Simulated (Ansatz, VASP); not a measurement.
# Two plane-wave programs on GaAs

POSCAR

```
GaAs
1.0
    0.0000000000      2.7764233935      2.7764233935
    2.7764233935      0.0000000000      2.7764233935
    2.7764233935      2.7764233935      0.0000000000
Ga As
1 1
Direct
    0.0000000000      0.0000000000      0.0000000000
    0.2500000000      0.2500000000      0.2500000000
```

The input INCAR.step1:

```
SYSTEM = GaAs
ALGO     = Normal         ! electronic algorithm
EDIFF    = 1E-5           ! SCF threshold, eV
ENCUT    = 520            ! plane-wave cutoff, eV
GGA      = PE             ! functional
ISIF     = 2              ! what is computed and relaxed
ISMEAR   = 0              ! smearing method
LASPH    = .TRUE.         ! aspherical terms in the spheres
LCHARG   = .FALSE.        ! write CHGCAR
LREAL    = .FALSE.        ! projectors in reciprocal space
LWAVE    = .TRUE.         ! write WAVECAR
NBANDS   = 16             ! bands
NELM     = 100            ! most SCF steps
PREC     = Accurate       ! precision mode
SIGMA    = 0.01           ! smearing width, eV
```

Contents of INCAR.step2:

```
SYSTEM = GaAs
ALGO     = Normal         ! electronic algorithm
EDIFF    = 1E-6           ! SCF threshold, eV
ENCUT    = 520            ! plane-wave cutoff, eV
GGA      = PE             ! functional
HFSCREEN = 0.2079         ! screening, 1/A
ISIF     = 2              ! what is computed and relaxed
ISMEAR   = 0              ! smearing method
ISTART   = 1            
LASPH    = .TRUE.         ! aspherical terms in the spheres
LCHARG   = .FALSE.        ! write CHGCAR
LHFCALC  = .TRUE.         ! exact exchange
LREAL    = .FALSE.        ! projectors in reciprocal space
LWAVE    = .FALSE.        ! write WAVECAR
NBANDS   = 16             ! bands
NELM     = 100            ! most SCF steps
PREC     = Accurate       ! precision mode
PRECFOCK = Normal       
SIGMA    = 0.01           ! smearing width, eV
```

File KPOINTS:

```
k-points
0
G
  6 6 6
  0 0 0
```

Input for Ansatz:

```yaml
crystal:
  lattice:
    - [0.0, 2.7764233935, 2.7764233935]
    - [2.7764233935, 0.0, 2.7764233935]
    - [2.7764233935, 2.7764233935, 0.0]
  atoms:
    - { symbol: Ga, position: [0.0, 0.0, 0.0] }
    - { symbol: As, position: [0.25, 0.25, 0.25] }
kpoints:
  mp_grid: { grid: [6, 6, 6] }
  band_path:
    path:
      - [0.0, 0.0, 0.0]
      - [-0.5, -0.5, 0.0]
      - [-0.375, -0.375, 0.25]
      - [-0.375, 0.0, 0.375]
      - [0.0, 0.0, 0.5]
      - [-0.5, -0.25, 0.25]
    npoints: 1
hamiltonian:
  xc: hse06
scf:
  occupations: { method: fixed }
  n_extra_bands: 4
output:
  forces: true
  stress: true
  eigenvalues: true
```

Change from the starting cell: hydrostatic strain -2.0%.

Alike in both runs: task single point; functional HSE06; k mesh 6 × 6 × 6; no spin polarisation.

|  | VASP | Ansatz |
| --- | --- | --- |
| version | VASP 6.6.1 | Ansatz 0.2.0 |
| potentials or method | VASP PAW PBE potentials, release 64 (Ga_d, As) | plane waves, PAW |
| plane-wave cutoff (eV) | 520 | 420 |
| occupations | gaussian, width 0.01 eV | fixed |
| valence electrons in the cell | 18 | 28 |

```csv
,VASP,Ansatz,Ansatz less VASP
gap on the k mesh at the Fermi level (eV),1.89,1.88,-0.001
pressure (GPa),5.7,5.9,+0.17
```

VASP's potentials hold 18 valence electrons a cell and Ansatz's 28, so a difference there can come from the potentials and not from the codes. Ansatz's warnings: stress exchange threshold loose, stress scf threshold loose.
